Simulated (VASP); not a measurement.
A run of VASP 6.6.1 is set up as follows.

The input INCAR:

```
ALGO = Normal
EDIFF = 1E-7
ENCUT = 520
GGA = PE
ISIF = 2
ISMEAR = -1
ISPIN = 2
LASPH = T
LCHARG = F
LMAXMIX = 4
LORBIT = 11
LREAL = F
LWAVE = F
MAGMOM = 1.28 1.28
NBANDS = 24
NELM = 150
PREC = Accurate
SIGMA = 0.051703999572871064
```

Contents of KPOINTS:

```
k-points
0
Gamma
  6 6 6
```

The input POSCAR:

```
Mn
1.0
   -2.2001468975      2.2001468975      1.2332440300
    2.2001468975     -2.2001468975      1.2332440300
    2.2001468975      2.2001468975     -1.2332440300
Mn
2
Direct
    0.7500000000      0.2500000000      0.5000000000
    0.0000000000      0.0000000000      0.0000000000
```

Potentials or basis: VASP PAW PBE potentials, release 64 (Mn_pv).

Run with:

```sh
$ cat potpaw_PBE.64/Mn_pv/POTCAR > POTCAR
$ mpirun -np 1 vasp_std > vasp.out
```

(1) What does it give for the site moments?

(2) Predict the pressure.

Results:

(1) Mn +1.22 μB.

(2) 0.9 GPa.

Caveat: the k points lie up to 0.49 Å⁻¹ apart.
